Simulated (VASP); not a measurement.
# GeSe3 (Pm-3m) in VASP: a series of runs

GeSe3 is run at these levels: PBE; tasks: single point, relaxation of cell and atoms.

All numbers are computed with VASP 6.6.1; they aren't measurements. Logs are shortened: lines on timing, memory, paths and dates and some standing lists are left out, and cuts for length are marked.

## (1) The cell of the first run

It takes space group Pm-3m (No. 221, cubic). The conventional cell has a = 4.399 Å, b = 4.399 Å, c = 4.399 Å, α = 90.00°, β = 90.00°, γ = 90.00°. Within 4.1 Å of Ge (site symmetry m-3m) lie 12 Se at 3.11 Å. Within 4.1 Å of Se (site symmetry 4/mmm) lie 4 Ge at 3.11 Å and 8 Se at 3.11 Å.

## (2) Single point, PBE

Input file INCAR:

```
  ALGO = Normal
  EDIFF = 1E-6
  ENCUT = 520
  GGA = PE
  ISIF = 2
  ISMEAR = 0
  LASPH = T
  LCHARG = F
  LREAL = F
  LWAVE = F
  NBANDS = 24
  NELM = 100
  PREC = Accurate
  SIGMA = 0.1
```

Input file KPOINTS:

```
k-points
0
Gamma
  4 4 4
```

Input file POSCAR:

```
GeSe3
1.0
    4.3988333128      0.0000000000      0.0000000000
    0.0000000000      4.3988333128      0.0000000000
    0.0000000000      0.0000000000      4.3988333128
Ge Se
1 3
Direct
    0.0000000000      0.0000000000      0.0000000000
    0.0000000000      0.5000000000      0.5000000000
    0.5000000000      0.0000000000      0.5000000000
    0.5000000000      0.5000000000      0.0000000000
```

Potentials or basis: VASP PAW PBE potentials, release 64 (Ge_d, Se).

Run with:

```console
$ cat potpaw_PBE.64/Ge_d/POTCAR potpaw_PBE.64/Se/POTCAR > POTCAR
$ mpirun -np 1 vasp_std > vasp.out
```

OUTCAR:

```text
EDIFF = 1E-6
   ENCUT = 520
   GGA = PE
   ISIF = 2
   ISMEAR = 0
   LASPH = T
   LREAL = F
   NELM = 100
   PREC = Accurate

 ion  position               nearest neighbor table
   1  0.000  0.000  0.000-
   2  0.000  0.500  0.500-
   3  0.500  0.000  0.500-
   4  0.500  0.500  0.000-

  LATTYP: Found a simple cubic cell.
 ALAT       =     4.3988333128

  Lattice vectors:

 A1 = (   4.3988333128,   0.0000000000,   0.0000000000)
 A2 = (   0.0000000000,   4.3988333128,   0.0000000000)
 A3 = (   0.0000000000,   0.0000000000,   4.3988333128)

Analysis of symmetry for initial positions (statically):
=====================================================================
 Subroutine PRICEL returns:
 Original cell was already a primitive cell.

 Routine SETGRP: Setting up the symmetry group for a
 simple cubic supercell.

 Subroutine GETGRP returns: Found 48 space group operations
 (whereof 48 operations were pure point group operations)
 out of a pool of 48 trial point group operations.

The static configuration has the point symmetry O_h .

Analysis of symmetry for dynamics (positions and initial velocities):
=====================================================================
 Subroutine PRICEL returns:
 Original cell was already a primitive cell.

 Routine SETGRP: Setting up the symmetry group for a
 simple cubic supercell.

 Subroutine GETGRP returns: Found 48 space group operations
 (whereof 48 operations were pure point group operations)
 out of a pool of 48 trial point group operations.

The dynamic configuration has the point symmetry O_h .

 Subroutine INISYM returns: Found 48 space group operations
 (whereof 48 operations are pure point group operations),
 and found     1 'primitive' translations

----------------------------------------------------------------------------------------

                                     Primitive cell

  volume of cell :      85.1163

  direct lattice vectors                    reciprocal lattice vectors
     4.398833313  0.000000000  0.000000000     0.227333006  0.000000000  0.000000000
     0.000000000  4.398833313  0.000000000     0.000000000  0.227333006  0.000000000
     0.000000000  0.000000000  4.398833313     0.000000000  0.000000000  0.227333006

  length of vectors
     4.398833313  4.398833313  4.398833313     0.227333006  0.227333006  0.227333006

  position of ions in fractional coordinates (direct lattice)
     0.000000000  0.000000000  0.000000000
     0.000000000  0.500000000  0.500000000
     0.500000000  0.000000000  0.500000000
     0.500000000  0.500000000  0.000000000

  ion indices of the primitive-cell ions
   primitive index   ion index
                 1           1
                 2           2
                 3           3
                 4           4

----------------------------------------------------------------------------------------

 KPOINTS: k-points

Automatic generation of k-mesh.
 Grid dimensions read from file:
 generate k-points for:    4    4    4

 Generating k-lattice:

  Cartesian coordinates                     Fractional coordinates (reciprocal lattice)
     0.056833252  0.000000000  0.000000000     0.250000000  0.000000000  0.000000000
     0.000000000  0.056833252  0.000000000     0.000000000  0.250000000  0.000000000
     0.000000000  0.000000000  0.056833252     0.000000000  0.000000000  0.250000000

  Length of vectors
     0.056833252  0.056833252  0.056833252

  Shift w.r.t. Gamma in fractional coordinates (k-lattice)
     0.000000000  0.000000000  0.000000000

 Subroutine IBZKPT returns following result:
 ===========================================

 Found     10 irreducible k-points:

 Following reciprocal coordinates:
            Coordinates               Weight
  0.000000  0.000000  0.000000      1.000000
  0.250000  0.000000  0.000000      6.000000
  0.500000  0.000000  0.000000      3.000000
  0.250000  0.250000  0.000000     12.000000
  0.500000  0.250000  0.000000     12.000000
  0.500000  0.500000  0.000000      3.000000
  0.250000  0.250000  0.250000      8.000000
[... 47 lines left out ...]
      5     -20.0364      2.00000
      6     -10.0921      2.00000
[... 16 lines left out ...]
     23      10.1952      0.00000
     24      10.5903      0.00000

 k-point     2 :       0.2500    0.0000    0.0000
  band No.  band energies     occupation
      1     -20.0380      2.00000
      2     -20.0372      2.00000
      3     -20.0367      2.00000
      4     -20.0367      2.00000
      5     -20.0364      2.00000
      6      -9.7306      2.00000
[... 16 lines left out ...]
     23      11.7023      0.00000
     24      12.0360      0.00000

 k-point     3 :       0.5000    0.0000    0.0000
  band No.  band energies     occupation
      1     -20.0378      2.00000
      2     -20.0371      2.00000
      3     -20.0371      2.00000
      4     -20.0363      2.00000
      5     -20.0363      2.00000
      6      -8.9956      2.00000
[... 16 lines left out ...]
     23      13.2934      0.00000
     24      13.6198      0.00000

 k-point     4 :       0.2500    0.2500    0.0000
  band No.  band energies     occupation
      1     -20.0375      2.00000
      2     -20.0372      2.00000
      3     -20.0367      2.00000
      4     -20.0367      2.00000
      5     -20.0367      2.00000
      6      -9.3827      2.00000
[... 16 lines left out ...]
     23      13.0328      0.00000
     24      13.0737      0.00000

 k-point     5 :       0.5000    0.2500    0.0000
  band No.  band energies     occupation
      1     -20.0377      2.00000
      2     -20.0373      2.00000
      3     -20.0371      2.00000
      4     -20.0367      2.00000
      5     -20.0359      2.00000
      6      -8.6697      2.00000
[... 73 lines left out ...]
 k-point     8 :       0.5000    0.2500    0.2500
  band No.  band energies     occupation
      1     -20.0377      2.00000
      2     -20.0376      2.00000
      3     -20.0372      2.00000
      4     -20.0365      2.00000
      5     -20.0357      2.00000
      6      -8.3837      2.00000
[... 16 lines left out ...]
     23      14.1687      0.00000
     24      14.5533      0.00000

 k-point     9 :       0.5000    0.5000    0.2500
  band No.  band energies     occupation
      1     -20.0382      2.00000
      2     -20.0376      2.00000
      3     -20.0376      2.00000
      4     -20.0360      2.00000
      5     -20.0352      2.00000
      6      -7.6745      2.00000
[... 16 lines left out ...]
     23      14.3801      0.00000
     24      14.7994      0.00000

 k-point    10 :       0.5000    0.5000    0.5000
  band No.  band energies     occupation
      1     -20.0382      2.00000
      2     -20.0382      2.00000
      3     -20.0382      2.00000
      4     -20.0352      2.00000
      5     -20.0352      2.00000
      6      -7.5343      2.00000
[... 16 lines left out ...]
     23      13.5660      0.00000
     24      13.5660      0.00000

------------------------ aborting loop because EDIFF is reached ----------------------------------------

  FORCE on cell =-STRESS in cart. coord.  units (eV):
  Direction    XX          YY          ZZ          XY          YZ          ZX
  --------------------------------------------------------------------------------------
  -------------------------------------------------------------------------------------
  Total       -0.0896541     -0.0896541     -0.0896541      0.0000000     -0.0000000      0.0000000
  in kB       -1.6875955     -1.6875955     -1.6875955      0.0000000     -0.0000000      0.0000000
  external PRESSURE =      -1.6875955 kB  Pullay stress =       0.0000000 kB

 VOLUME and BASIS-vectors are now :
 -----------------------------------------------------------------------------
  energy-cutoff  :      520.00
  volume of cell :       85.12
      direct lattice vectors                 reciprocal lattice vectors
     4.398833313  0.000000000  0.000000000     0.227333006  0.000000000  0.000000000
     0.000000000  4.398833313  0.000000000     0.000000000  0.227333006  0.000000000
     0.000000000  0.000000000  4.398833313     0.000000000  0.000000000  0.227333006

 POSITION                                       TOTAL-FORCE (eV/Angst)
 -----------------------------------------------------------------------------------
      0.00000      0.00000      0.00000         0.000000      0.000000      0.000000
      0.00000      2.19942      2.19942         0.000000      0.000000      0.000000
      2.19942      0.00000      2.19942         0.000000      0.000000      0.000000
      2.19942      2.19942      0.00000         0.000000      0.000000      0.000000
 -----------------------------------------------------------------------------------
    total drift:                                0.000000      0.000000      0.000000

  FREE ENERGIE OF THE ION-ELECTRON SYSTEM (eV)
  ---------------------------------------------------
  free  energy   TOTEN  =       -12.8879035826 eV

  energy  without entropy=      -12.8641553635  energy(sigma->0) =      -12.87602947
```

It took 16 s on 1 thread of Intel Xeon 6975P-C (Granite Rapids), shared host; peak memory 0.2 GiB.

Results:

```yaml
Free_energy: -12.8879 eV
Pressure: -0.2 GPa
Band_gap_on_the_k_mesh: zero (bands 16 and 17 overlap by 1.93 eV)
```

Levels at points of the mesh, in eV from the Fermi level:
```
           k point  band 12  band 13  band 14  band 15  band 16  band 17  band 18  band 19  band 20  band 21
(0.00, 0.00, 0.00)    -5.42    -0.97    -0.97    -0.97     0.23     0.23     0.23     4.42     4.42     4.42
(0.50, 0.00, 0.00)    -3.30    -3.30    -2.28    -2.00    -0.59     0.42     0.48     0.48     2.53     2.53
(0.50, 0.50, 0.00)    -3.40    -2.76    -2.41    -2.39    -2.39    -0.04     1.33     1.36     3.54     3.54
(0.50, 0.50, 0.50)    -6.15    -6.15     1.47     1.47     1.47     1.47     1.47     4.40     4.40     4.40
```

## (3) Single point, PBE

This run uses another cell than the first one, of 23.48 Å³/atom.

Input file INCAR:

```
SYSTEM = GeSe3
  PREC = Accurate
  ENCUT = 520
  EDIFF = 1E-6
  ISMEAR = 0
  SIGMA = 0.1
  LREAL = .FALSE.
  LASPH = .TRUE.
  NELM = 100
  ALGO = Normal
  ISIF = 2
  LWAVE = .FALSE.
  LCHARG = .TRUE.
  GGA = PE
  LELF = .TRUE.
  LVHAR = .TRUE.
  NBANDS = 24
```

Input file KPOINTS:

```
regular mesh
0
G
  4 4 4
  0 0 0
```

Input file POSCAR:

```
GeSe3
1.0
    4.5458613554      0.0000000000      0.0000000000
    0.0000000000      4.5458613554      0.0000000000
    0.0000000000      0.0000000000      4.5458613554
Ge Se
1 3
Direct
    0.0000000000      0.0000000000      0.0000000000
    0.0000000000      0.5000000000      0.5000000000
    0.5000000000      0.0000000000      0.5000000000
    0.5000000000      0.5000000000      0.0000000000
```

Potentials or basis: VASP PAW PBE potentials, release 64 (Ge_d, Se).

Run with:

```console
$ cat potpaw_PBE.64/Ge_d/POTCAR potpaw_PBE.64/Se/POTCAR > POTCAR
$ mpirun -np 1 vasp_std > vasp.out
```

Run time: 15 s. Hardware: 1 thread of Intel Xeon 6975P-C (Granite Rapids), shared host; peak memory 0.2 GiB.

Results (log left out):

| Property | Result |
| --- | --- |
| Free energy | -12.7412 eV |
| Pressure | -4.8 GPa |
| Band gap on the k mesh | zero (bands 16 and 17 overlap by 1.71 eV) |

Levels at points of the mesh, in eV from the Fermi level:
```tsv
k point	band 14	band 15	band 16	band 17	band 18	band 19
(0.00, 0.00, 0.00)	-0.86	-0.86	0.20	0.20	0.20	3.86
(0.50, 0.00, 0.00)	-1.94	-1.76	-0.80	0.32	0.42	0.42
(0.50, 0.50, 0.00)	-2.07	-2.07	-2.06	0.10	1.14	1.14
(0.50, 0.50, 0.50)	1.23	1.23	1.23	1.24	1.24	3.87
```

Caveat: the cell stands under tension.

## (4) Relaxation of cell and atoms, PBE

This run uses another cell than the first one, of 23.48 Å³/atom.

Input file INCAR:

```
SYSTEM = GeSe3
ALGO = Normal
EDIFF = 1E-6
EDIFFG = -0.04
ENCUT = 600
GGA = PE
IBRION = 2
ISIF = 3
ISMEAR = 0
LASPH = .TRUE.
LCHARG = .FALSE.
LREAL = .FALSE.
LWAVE = .FALSE.
NELM = 100
NSW = 90
PREC = Accurate
SIGMA = 0.1
```

Input file KPOINTS:

```
k-points
0
G
  4 4 4
  0 0 0
```

POSCAR is that of step 3.

Run with:

```console
$ cat potpaw_PBE.64/Ge_d/POTCAR potpaw_PBE.64/Se/POTCAR > POTCAR
$ mpirun -np 1 vasp_std > vasp.out
```

It took 27 s on 1 thread of Intel Xeon 6975P-C (Granite Rapids), shared host; peak memory 0.21 GiB.

It converged, with:

| Property | Result |
| --- | --- |
| Free energy | -12.8888 eV |
| Relaxed volume | 21.18 Å³/atom |
| Relaxed cell | a = 4.392 Å, b = 4.392 Å, c = 4.392 Å, α = 90.00°, β = 90.00°, γ = 90.00° |
| Space group after relaxing (to 0.1 Å) | Pm-3m (No. 221) |
| Energy gained by relaxing | 36.9 meV/atom |
| Ionic steps | 2 |
| Pressure after relaxing | 0.1 GPa |
| Band gap on the k mesh | zero (bands 16 and 17 overlap by 1.94 eV) |

Step by step:
| step | energy change (eV) | largest force (eV/Å) | pressure (GPa) | volume (Å³) |
| --- | --- | --- | --- | --- |
| 1 | 0.0000 | 0.0000 | -4.79 | 93.94 |
| 2 | -0.1475 | 0.0000 | 0.10 | 84.72 |

Final structure:
```
Ge Se
1.0
     4.39202    0.00000    0.00000
     0.00000    4.39202    0.00000
     0.00000    0.00000    4.39202
Ge Se
1 3
Direct
  0.00000 0.00000 0.00000
  0.00000 0.50000 0.50000
  0.50000 0.00000 0.50000
  0.50000 0.50000 0.00000
```

Levels at points of the mesh, in eV from the Fermi level:
```
           k point  band 13  band 14  band 15  band 16  band 17  band 18  band 19  band 20
(0.00, 0.00, 0.00)    -0.98    -0.98    -0.98     0.23     0.23     0.23     4.45     4.45
(0.50, 0.00, 0.00)    -3.32    -2.29    -2.02    -0.58     0.42     0.48     0.48     2.55
(0.50, 0.50, 0.00)    -2.77    -2.43    -2.40    -2.40    -0.04     1.34     1.37     3.56
(0.50, 0.50, 0.50)    -6.18     1.48     1.48     1.48     1.48     1.48     4.43     4.43
```

## (5) Single point, PBE

This run uses another cell than the first one, of 20.99 Å³/atom.

Input file INCAR:

```
ALGO = Normal ; EDIFF = 1E-6
ENCUT = 520 ; GGA = PE
ISIF = 2 ; ISMEAR = 0
LASPH = T ; LCHARG = T
LELF = T ; LREAL = F
LVHAR = T ; LWAVE = F
NBANDS = 24 ; NELM = 100
PREC = Accurate ; SIGMA = 0.1
```

Input file KPOINTS:

```
k-points
0
Gamma
  10 10 10
```

Input file POSCAR:

```
GeSe3
1.0
    4.3787994395      0.0000000000      0.0000000000
    0.0000000000      4.3787994395      0.0000000000
    0.0000000000      0.0000000000      4.3787994395
Ge Se
1 3
Direct
    0.0000000000      0.0000000000      0.0000000000
    0.0000000000      0.5000000000      0.5000000000
    0.5000000000      0.0000000000      0.5000000000
    0.5000000000      0.5000000000      0.0000000000
```

Run with:

```console
$ cat potpaw_PBE.64/Ge_d/POTCAR potpaw_PBE.64/Se/POTCAR > POTCAR
$ mpirun -np 1 vasp_std > vasp.out
```

Wall time 58 s (1 thread of Intel Xeon 6975P-C (Granite Rapids), shared host); peak memory 0.26 GiB.

It converged, with:

```yaml
Free_energy: -13.0139 eV
Pressure: 0.0 GPa
Band_gap_on_the_k_mesh: zero (bands 16 and 17 overlap by 1.98 eV)
```

Levels at points of the mesh, in eV from the Fermi level:
```tsv
k point	band 14	band 15	band 16	band 17	band 18	band 19
(0.00, 0.00, 0.00)	-0.98	-0.98	0.26	0.26	0.26	4.51
(0.50, 0.00, 0.00)	-2.32	-2.00	-0.54	0.44	0.52	0.52
(0.50, 0.50, 0.00)	-2.42	-2.42	-2.42	-0.05	1.40	1.40
(0.50, 0.50, 0.50)	1.51	1.51	1.51	1.54	1.54	4.49
```

## (6) Relaxation of cell and atoms, PBE

Input file INCAR:

```
SYSTEM = GeSe3
  PREC = Accurate
  ENCUT = 600
  EDIFF = 1E-6
  ISMEAR = 0
  SIGMA = 0.1
  LREAL = .FALSE.
  LASPH = .TRUE.
  NELM = 80
  ALGO = Normal
  ISIF = 3
  LWAVE = .FALSE.
  LCHARG = .FALSE.
  GGA = PE
  IBRION = 2
  NSW = 100
  EDIFFG = -0.01
```

Input file KPOINTS:

```
Automatic mesh
0
G
  10 10 10
  0 0 0
```

Input file POSCAR:

```
GeSe3
1.0
    4.3988333128      0.0000000000      0.0000000000
    0.0000000000      4.3988333128      0.0000000000
    0.0000000000      0.0000000000      4.3988333128
Ge Se
1 3
Direct
    0.0000000000      0.0000000000      0.0000000000
    0.0000000000      0.5000000000      0.5000000000
    0.5000000000      0.0000000000      0.5000000000
    0.5000000000      0.5000000000      0.0000000000
```

Potentials or basis: VASP PAW PBE potentials, release 64 (Ge_d, Se).

Run with:

```console
$ cat potpaw_PBE.64/Ge_d/POTCAR potpaw_PBE.64/Se/POTCAR > POTCAR
$ mpirun -np 1 vasp_std > vasp.out
```

It took 1.8 min on 1 thread of Intel Xeon 6975P-C (Granite Rapids), shared host; peak memory 0.28 GiB.

Results (log left out):

* Free energy: -13.0141 eV
* Relaxed volume: 21.00 Å³/atom
* Relaxed cell: a = 4.380 Å, b = 4.380 Å, c = 4.380 Å, α = 90.00°, β = 90.00°, γ = 90.00°
* Space group after relaxing (to 0.1 Å): Pm-3m (No. 221)
* Energy gained by relaxing: 0.7 meV/atom
* Ionic steps: 3
* Pressure after relaxing: 0.0 GPa
* Band gap on the k mesh: zero (bands 16 and 17 overlap by 1.98 eV)

The path:
| step | energy change (eV) | largest force (eV/Å) | pressure (GPa) | volume (Å³) |
| --- | --- | --- | --- | --- |
| 1 | 0.0000 | 0.0000 | -0.81 | 85.12 |
| 2 | -0.0028 | 0.0000 | 0.17 | 83.80 |
| 3 | -0.0028 | 0.0000 | 0.01 | 84.01 |

Final structure:
```cif
data_structure
_symmetry_space_group_name_H-M 'P 1'
_symmetry_Int_Tables_number 1
_cell_length_a 4.3797
_cell_length_b 4.3797
_cell_length_c 4.3797
_cell_angle_alpha 90.000
_cell_angle_beta 90.000
_cell_angle_gamma 90.000
_cell_volume 84.01
loop_
_atom_site_label
_atom_site_type_symbol
_atom_site_fract_x
_atom_site_fract_y
_atom_site_fract_z
_atom_site_occupancy
Ge1 Ge 0.00000 0.00000 0.00000 1
Se1 Se 0.00000 0.50000 0.50000 1
Se2 Se 0.50000 0.00000 0.50000 1
Se3 Se 0.50000 0.50000 0.00000 1
```

Levels at points of the mesh, in eV from the Fermi level:
| k point | band 14 | band 15 | band 16 | band 17 | band 18 | band 19 |
| --- | --- | --- | --- | --- | --- | --- |
| (0.00, 0.00, 0.00) | -0.98 | -0.98 | 0.26 | 0.26 | 0.26 | 4.51 |
| (0.50, 0.00, 0.00) | -2.31 | -2.00 | -0.54 | 0.44 | 0.52 | 0.52 |
| (0.50, 0.50, 0.00) | -2.42 | -2.42 | -2.42 | -0.05 | 1.40 | 1.40 |
| (0.50, 0.50, 0.50) | 1.51 | 1.51 | 1.51 | 1.54 | 1.54 | 4.48 |

## (7) Overview

| task | cell | k mesh | cutoff (eV) | gap on the mesh (eV) | pressure (GPa) | relaxed volume (Å³/atom) |
| --- | --- | --- | --- | --- | --- | --- |
| single point | a = 4.399 Å, 4 atoms | 4 × 4 × 4 | 520 | none | -0.2 | - |
| single point | a = 4.546 Å, 4 atoms | 4 × 4 × 4 | 520 | none | -4.8 | - |
| relaxation of cell and atoms | relaxed from a = 4.546 Å, 4 atoms | 4 × 4 × 4 | 600 | none | 0.1 | 21.18 |
| single point | a = 4.379 Å, 4 atoms | 10 × 10 × 10 | 520 | none | 0.0 | - |
| relaxation of cell and atoms | relaxed from a = 4.399 Å, 4 atoms | 10 × 10 × 10 | 600 | none | 0.0 | 21.00 |

Alike in all rows: level PBE; potentials or basis VASP PAW PBE potentials, release 64 (Ge_d, Se); no spin polarisation; smearing gaussian 0.1 eV.

Caveats: the cell stands under tension (at least some runs).

Absolute energies hang on the potentials; compare differences alone.
